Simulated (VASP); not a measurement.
# Si16HC16 (a cell with a defect) in VASP: notebook, part 3 of 3

VASP 6.6.1.

### Step 5. Single point, PBE

INCAR reads:

```
SYSTEM = Si16HC16
PREC     = Accurate       ! precision mode
ENCUT    = 520            ! plane-wave cutoff, eV
EDIFF    = 1E-6           ! SCF threshold, eV
ISMEAR   = 0              ! smearing method
SIGMA    = 0.02           ! smearing width, eV
LREAL    = Auto         
LASPH    = .True.         ! aspherical terms in the spheres
NELM     = 60             ! most SCF steps
ALGO     = Normal         ! electronic algorithm
ISIF     = 2              ! what is computed and relaxed
LWAVE    = .False.        ! write WAVECAR
LCHARG   = .False.        ! write CHGCAR
GGA      = PE             ! functional
NBANDS   = 86             ! bands
NELECT   = 128.0
```

KPOINTS reads:

```
regular mesh
0
Gamma
  2 2 2
  0 0 0
```

POSCAR reads:

```
Si16HC16
1.0
    3.0941201811     -5.3591733586      0.0000000000
   -6.1882403624      0.0000000001      0.0000000000
    0.0000000000      0.0000000000    -10.1293391981
Si C H
16 16 1
Direct
    0.3356327328      0.1748959233      0.0607755341
    0.8211102171      0.1786617243      0.0735353003
    0.3304897755      0.6694746554      0.0622996217
    0.8249466297      0.6641539072      0.0607864924
    0.1679960583      0.3345325768      0.5579569298
    0.6667015155      0.3333918033      0.5600043487
    0.1691122752      0.8309463438      0.5580021450
    0.6655048757      0.8320446145      0.5579498217
    0.4985735339      0.5014366365      0.3102450158
    1.0000493810      0.5042260464      0.3120450345
    0.4958040769      1.0000114795      0.3120378278
    0.9995465050      1.0004970154      0.3113984968
    0.5013758317      0.4986202698      0.8094769895
    0.9984618227      0.4938909442      0.8105453712
    0.5061532476      1.0015748606      0.8105577116
    1.0085708445      0.9912488922      0.7875469311
    0.3312328005      0.1679571303      0.2480061089
    0.8311143719      0.1689187378      0.2548375515
    0.3319095840      0.6681571659      0.2494152827
    0.8320751544      0.6687892333      0.2480135131
    0.1684388505      0.3301260014      0.7471458752
    0.6676065058      0.3324742806      0.7485185215
    0.1746151762      0.8254124018      0.7474348377
    0.6698019937      0.8315105045      0.7471290922
    0.0010074315     -0.0009609979      0.4990477563
    0.5003081297      0.0004620831      0.4982677449
   -0.0003804691      0.4997589948      0.4982724837
    0.5003547787      0.4996903219      0.4972622499
   -0.0023692087      0.0020515337      1.0018024672
    0.4984324673      0.0030515874      0.9992416881
   -0.0031331324      0.5014345807      0.9992409971
    0.4962866140      0.5035782784      0.9967710433
    0.9200614853      1.0805887325      0.9299977832
```

Potentials or basis: VASP PAW PBE potentials, release 64 (Si, C, H).

Launch:

```sh
> cat potpaw_PBE.64/Si/POTCAR potpaw_PBE.64/C/POTCAR potpaw_PBE.64/H/POTCAR > POTCAR
> mpirun -np 1 vasp_std > vasp.out
```

OUTCAR:

```text
SYSTEM = Si16HC16
   PREC = Accurate
   ENCUT = 520
   EDIFF = 1E-6
   ISMEAR = 0
   LREAL = Auto
   LASPH = .True.
   NELM = 60
   ISIF = 2
   GGA = PE
   NELECT = 128.0

 ion  position               nearest neighbor table
   1  0.336  0.175  0.061-  32 1.88  17 1.90  30 1.90  29 1.91   2 3.00   4 3.03   9 3.07   3 3.08
                            13 3.08   3 3.11  12 3.11  11 3.12  15 3.13
   2  0.821  0.179  0.074-  33 1.80  18 1.84  30 1.89  31 1.89  29 2.03  11 2.98  10 2.98   4 3.00
                             1 3.00  12 3.08   3 3.10   3 3.10
   3  0.330  0.669  0.062-  19 1.90  32 1.90  30 1.90  31 1.90   4 3.08   1 3.08  10 3.09  11 3.09
                             9 3.09   2 3.10   2 3.10  14 3.11  15 3.11   1 3.11   4 3.11  13 3.15
   4  0.825  0.664  0.061-  32 1.88  20 1.90  31 1.90  29 1.91   2 3.00   1 3.03   9 3.07   3 3.08
                            13 3.08   3 3.11  12 3.11  10 3.12  14 3.13
   5  0.168  0.335  0.558-  28 1.88  27 1.89  25 1.89  21 1.92  16 2.97   7 3.07   9 3.07  12 3.07
                             8 3.08  10 3.08   6 3.09   6 3.10  14 3.11   8 3.11  13 3.11   7 3.12
   6  0.667  0.333  0.560-  27 1.89  26 1.89  28 1.89  22 1.91  10 3.08  11 3.08  13 3.09   8 3.09
                             5 3.09   7 3.09   7 3.09   5 3.10   8 3.10  14 3.10  15 3.10   9 3.11
   7  0.169  0.831  0.558-  27 1.88  26 1.88  25 1.90  23 1.92  16 2.89  11 3.05  10 3.05   8 3.07
                             5 3.07  12 3.09   6 3.09   6 3.09   5 3.12   8 3.12  14 3.13  15 3.13
   8  0.666  0.832  0.558-  28 1.88  26 1.89  25 1.89  24 1.92  16 2.97   7 3.07   9 3.07  12 3.07
                             5 3.08  11 3.08   6 3.09   6 3.10  15 3.11   5 3.11  13 3.11   7 3.12
   9  0.499  0.501  0.310-  19 1.89  28 1.89  17 1.90  20 1.90   5 3.07   8 3.07   4 3.07   1 3.07
                             3 3.09  10 3.09  11 3.09  12 3.09  12 3.09  11 3.09  10 3.09   6 3.11
  10  0.000  0.504  0.312-  27 1.89  18 1.89  19 1.89  20 1.90   2 2.98   7 3.05  11 3.07  12 3.07
                             5 3.08   6 3.08   3 3.09   9 3.09   9 3.09   4 3.12  12 3.12  11 3.12
  11  0.496  0.000  0.312-  26 1.89  18 1.89  19 1.89  17 1.90   2 2.98   7 3.05  10 3.07  12 3.07
                             8 3.08   6 3.08   3 3.09   9 3.09   9 3.09   1 3.12  12 3.12  10 3.12
  12  1.000  0.000  0.311-  17 1.89  20 1.89  18 1.89  25 1.90  11 3.07  10 3.07   8 3.07   5 3.07
                             2 3.08   7 3.09   9 3.09   9 3.09   1 3.11   4 3.11  10 3.12  11 3.12
  13  0.501  0.499  0.809-  22 1.89  24 1.89  21 1.89  32 1.90   4 3.08   1 3.08   6 3.09  15 3.09
                            14 3.09  14 3.10  15 3.10  16 3.10  16 3.10   5 3.11   8 3.11   3 3.15
[... 247 lines left out ...]
  ---------------------------------------------------
  ext. energy  EPLUGINS =         0.00000000
  ---------------------------------------------------
  free energy    TOTEN  =      -250.44148432 eV

  energy without entropy =     -250.44148432  energy(sigma->0) =     -250.44148432

 E-fermi :   8.1849     XC(G=0): -11.2756

 val. band max:        8.0920749718   @ k =   0.0000   0.0000   0.0000
 cond. band min:       9.9294574648   @ k =   0.0000   0.0000   0.0000
 fundamental gap:      1.8373824930
 Fermi energy:         8.1848915736

 k-point     1 :       0.0000    0.0000    0.0000
  band No.  band energies     occupation
      1      -7.5461      2.00000
      2      -6.4107      2.00000
      3      -6.1660      2.00000
      4      -4.8519      2.00000
      5      -3.9990      2.00000
      6      -3.9024      2.00000
[... 621 lines left out ...]
     75      13.3742      0.00000
     76      13.5747      0.00000
 [bands above 76 left out]

------------------------ aborting loop because EDIFF is reached ----------------------------------------

  FORCE on cell =-STRESS in cart. coord.  units (eV):
  Direction    XX          YY          ZZ          XY          YZ          ZX
  --------------------------------------------------------------------------------------
  -------------------------------------------------------------------------------------
  Total       -7.5188780     -6.7973465     -7.0667005      0.6122882     -1.5369630      2.6763090
  in kB      -35.8605976    -32.4193194    -33.7039787      2.9202522     -7.3304036     12.7644101
  external PRESSURE =     -33.9946319 kB  Pullay stress =       0.0000000 kB

 VOLUME and BASIS-vectors are now :
 -----------------------------------------------------------------------------
  energy-cutoff  :      520.00
  volume of cell :      335.93
      direct lattice vectors                 reciprocal lattice vectors
     3.094120181 -5.359173359  0.000000000    -0.000000000 -0.186595942  0.000000000
    -6.188240362  0.000000000  0.000000000    -0.161596826 -0.093297971  0.000000000
     0.000000000  0.000000000-10.129339198     0.000000000  0.000000000 -0.098723123

 POSITION                                       TOTAL-FORCE (eV/Angst)
 -----------------------------------------------------------------------------------
     -0.04381     -1.79871     -0.61562         0.011059     -0.011810      0.000791
      1.43501     -4.40047     -0.74486         0.028447     -0.023215      0.001550
     -3.12030     -1.77115     -0.63105         0.003146      0.003378      0.005102
     -1.55746     -4.42103     -0.61573         0.016340     -0.002147      0.002018
     -1.55037     -0.90032     -5.65173         0.006590      0.002077      0.004277
     -0.00025     -3.57297     -5.67247         0.003844      0.000483      0.001851
[... 25 lines left out ...]
     -1.58069     -2.65969    -10.09663        -0.001468      0.002613      0.007035
      2.34808     -4.93077     -9.42026         0.005476     -0.004765      0.067310
 -----------------------------------------------------------------------------------
    total drift:                                0.005827     -0.001985     -0.061277

  FREE ENERGIE OF THE ION-ELECTRON SYSTEM (eV)
  ---------------------------------------------------
  free  energy   TOTEN  =      -250.4414843170 eV

  energy  without entropy=     -250.4414843170  energy(sigma->0) =     -250.44148432
```

Run time: 4 min. Hardware: 1 thread of Intel Xeon 6975P-C (Granite Rapids), shared host; peak memory 0.49 GiB.

What came out:

* Free energy: -250.4415 eV
* Largest force: 0.068 eV/Å

Forces in eV/Å, atoms in the order of the input:
```
Si   0.011 -0.012  0.001
Si   0.028 -0.023  0.002
Si   0.003  0.003  0.005
Si   0.016 -0.002  0.002
Si   0.007  0.002  0.004
Si   0.004  0.000  0.002
Si  -0.001 -0.001 -0.005
Si   0.001 -0.005  0.007
Si   0.000 -0.002 -0.003
Si   0.007  0.000 -0.002
Si   0.006 -0.007 -0.005
Si   0.001  0.002 -0.002
Si   0.007  0.001  0.005
Si  -0.002 -0.006  0.005
Si   0.002  0.008  0.009
Si  -0.054  0.024  0.002
C    0.004  0.003  0.001
C   -0.019  0.012  0.008
C    0.005 -0.002  0.005
C    0.000 -0.004  0.001
C   -0.010 -0.013 -0.006
C   -0.001  0.004 -0.012
C   -0.014  0.008 -0.011
C    0.004  0.016 -0.007
C   -0.011  0.007  0.014
C    0.009  0.012 -0.011
C   -0.005 -0.013 -0.010
C   -0.005  0.003 -0.006
C    0.002 -0.014 -0.065
C    0.002  0.004  0.000
C   -0.002 -0.004 -0.002
C   -0.001  0.003  0.007
H    0.005 -0.005  0.067
```

Caveat: the k points lie up to 0.59 Å⁻¹ apart; the cell carries a net charge on a neutralising background, which shifts energy and pressure; the cell is charged against a uniform background, so pressure and absolute levels hang on convention.

### Step 6. Single point, PBE

INCAR reads:

```
SYSTEM = Si16HC16
PREC = Accurate
ENCUT = 520
EDIFF = 1E-7
ISMEAR = 0
SIGMA = 0.02
LREAL = Auto
LASPH = .TRUE.
NELM = 100
ALGO = Normal
ISIF = 2
LWAVE = .FALSE.
LCHARG = .TRUE.
GGA = PE
LELF = .TRUE.
LVHAR = .TRUE.
NBANDS = 86
NELECT = 128.0
```

KPOINTS reads:

```
regular mesh
0
G
  2 2 2
  0 0 0
```

POSCAR reads:

```
Si16HC16
1.0
    3.0941201811     -5.3591733586      0.0000000000
   -6.1882403624      0.0000000001      0.0000000000
    0.0000000000      0.0000000000    -10.1293391981
Si C H
16 16 1
Direct
    0.3409145176      0.1746052877      0.0638622113
    0.8301983725      0.1744711704      0.0636662459
    0.3341621702      0.6718450918      0.0629923618
    0.8357738592      0.6746911109      0.0618066971
    0.1630378309      0.3296965734      0.5606789238
    0.6638645108      0.3316336245      0.5610803320
    0.1653073974      0.8306758712      0.5591207767
    0.6612975104      0.8307513399      0.5590499922
    0.4983309592      0.5018626775      0.3114182414
    0.9997353401      0.5017410620      0.3114165631
    0.4987256096      1.0012881870      0.3114297920
    0.9994987364      1.0029040321      0.3118929022
    0.5023285906      0.5001809640      0.8125578420
    0.9939726976      0.4998923445      0.8125874590
    0.4981729124      1.0009331408      0.8125305944
    0.9843982732      0.9737420027      0.8002380848
    0.3324667595      0.1687992141      0.2502019086
    0.8324438680      0.1687149029      0.2501138476
    0.3323794326      0.6685236300      0.2502409042
    0.8337453747      0.6711364050      0.2498791827
    0.1613924279      0.3264872484      0.7584210430
    0.6640128546      0.3319724919      0.7495503755
    0.1666036794      0.8282591668      0.7477158038
    0.6570541321      0.8283174457      0.7476463027
   -0.0030642786     -0.0021316635      0.5004963207
    0.4976970927     -0.0004968103      0.4987021267
   -0.0025160597      0.4973055067      0.5002123930
    0.4960843440      0.4974167776      0.5001560221
    0.0080592653      0.0196844868      0.9935104159
    0.4998836240      0.0035276602      0.9993252079
    0.0001645776      0.5077762076      0.9994738849
    0.5043165838      0.5079715614      0.9995022185
    1.1128072561      1.2242875107      0.8940917885
```

Potentials or basis: VASP PAW PBE potentials, release 64 (Si, C, H).

Launch:

```sh
> cat potpaw_PBE.64/Si/POTCAR potpaw_PBE.64/C/POTCAR potpaw_PBE.64/H/POTCAR > POTCAR
> mpirun -np 1 vasp_std > vasp.out
```

Run time: 4 min. Hardware: 1 thread of Intel Xeon 6975P-C (Granite Rapids), shared host; peak memory 0.48 GiB.

It converged, with:

```
Free energy   : -250.0473 eV
Largest force : 0.134 eV/Å
```

Forces in eV/Å, atoms in the order of the input:
```
Si  -0.002 -0.011 -0.005
Si  -0.020  0.014 -0.016
Si   0.000  0.002 -0.001
Si   0.007  0.013 -0.007
Si  -0.011 -0.004  0.006
Si  -0.004 -0.006  0.000
Si  -0.006 -0.001  0.001
Si  -0.003 -0.006  0.001
Si  -0.006 -0.002  0.000
Si  -0.005 -0.005 -0.002
Si  -0.003 -0.001 -0.003
Si  -0.004 -0.004 -0.012
Si   0.002  0.015  0.007
Si   0.004 -0.008  0.008
Si   0.002  0.002  0.007
Si   0.001 -0.025  0.015
C    0.003 -0.002  0.002
C    0.002 -0.001  0.003
C    0.003 -0.001  0.002
C   -0.004 -0.002  0.006
C    0.007  0.005  0.028
C   -0.002 -0.005  0.004
C    0.000  0.003  0.006
C    0.007  0.006  0.011
C   -0.001 -0.004  0.008
C   -0.001 -0.014 -0.001
C   -0.011 -0.001  0.008
C    0.001 -0.012  0.007
C   -0.007 -0.008  0.012
C    0.000 -0.003 -0.001
C   -0.007 -0.005  0.001
C    0.001  0.003  0.005
H    0.059  0.064 -0.102
```

Levels at points of the mesh, in eV from the Fermi level:
```csv
k point,band 61,band 62,band 63,band 64,band 65,band 66,band 67,band 68
"(0.00, 0.00, 0.00)",-0.71,-0.18,-0.15,-0.14,1.79,2.05,2.10,2.22
"(0.50, 0.00, 0.00)",-0.98,-0.93,-0.74,-0.66,3.07,3.42,3.57,3.65
"(0.00, 0.50, 0.00)",-1.07,-1.00,-0.72,-0.68,2.96,3.48,3.51,3.60
"(0.50, 0.50, 0.00)",-0.98,-0.93,-0.75,-0.66,3.05,3.42,3.57,3.65
"(0.00, 0.00, 0.50)",-0.49,-0.43,-0.31,-0.25,2.03,2.42,2.49,2.56
"(0.50, 0.00, 0.50)",-1.21,-1.11,-1.03,-0.95,2.88,3.45,3.72,3.76
"(0.00, 0.50, 0.50)",-1.22,-1.14,-0.98,-0.94,2.63,3.56,3.69,3.73
"(0.50, 0.50, 0.50)",-1.21,-1.11,-1.03,-0.95,2.85,3.45,3.73,3.77
```

Caveat: the k points lie up to 0.59 Å⁻¹ apart; the cell carries a net charge on a neutralising background, which shifts energy and pressure; the cell is charged against a uniform background, so pressure and absolute levels hang on convention.
